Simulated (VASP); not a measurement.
Runs of VASP 6.6.1 on InPd. The structure is that of space group P4/mmm (No. 123), or close to it. The cells are those of the table. 

| cell | further INCAR settings | gap on the mesh (eV) | pressure (GPa) |
| --- | --- | --- | --- |
| a = 3.673, b = 3.673, c = 2.597 Å, 2 atoms | ALGO = Fast; EDIFF = 1e-07; NBANDS = 18 | none | (a) |
| a = 2.998, b = 2.998, c = 3.897 Å, 2 atoms | ALGO = Fast; EDIFF = 1e-07; NBANDS = 18 | none | -6.3 |
| a = 2.915, b = 2.915, c = 4.122 Å, 2 atoms | ALGO = Fast; EDIFF = 1e-06; NBANDS = 18 | none | -5.8 |
| a = 3.079, b = 3.079, c = 3.695 Å, 2 atoms | ALGO = Fast; EDIFF = 1e-06; NBANDS = 18 | none | (b) |
| a = 3.364, b = 3.364, c = 3.095 Å, 2 atoms | ALGO = Fast; EDIFF = 1e-06; NBANDS = 18 | none | -6.3 |
| a = 3.454, b = 3.454, c = 2.936 Å, 2 atoms | ALGO = Fast; EDIFF = 1e-06; NBANDS = 18 | none | -5.6 |
| a = 3.554, b = 3.554, c = 2.772 Å, 2 atoms | ALGO = Fast; EDIFF = 1e-06; NBANDS = 18 | none | -3.5 |

Alike in all rows: task single point; level LDA; potentials or basis VASP PAW LDA potentials, release 64 (In_d, Pd); no spin polarisation; k mesh 16 × 16 × 16; cutoff (eV) 520; smearing gaussian 0.15 eV.

Task: Fill in the values left out.

Result: (a) 2.3; (b) -6.5.

Caveats: spin-orbit coupling is left out, which moves the levels of the heavy elements.

A k mesh can miss the band edges, and the runs leave out spin-orbit coupling on In, Pd.

A gap of «none» marks levels without a gap at the run's occupations.
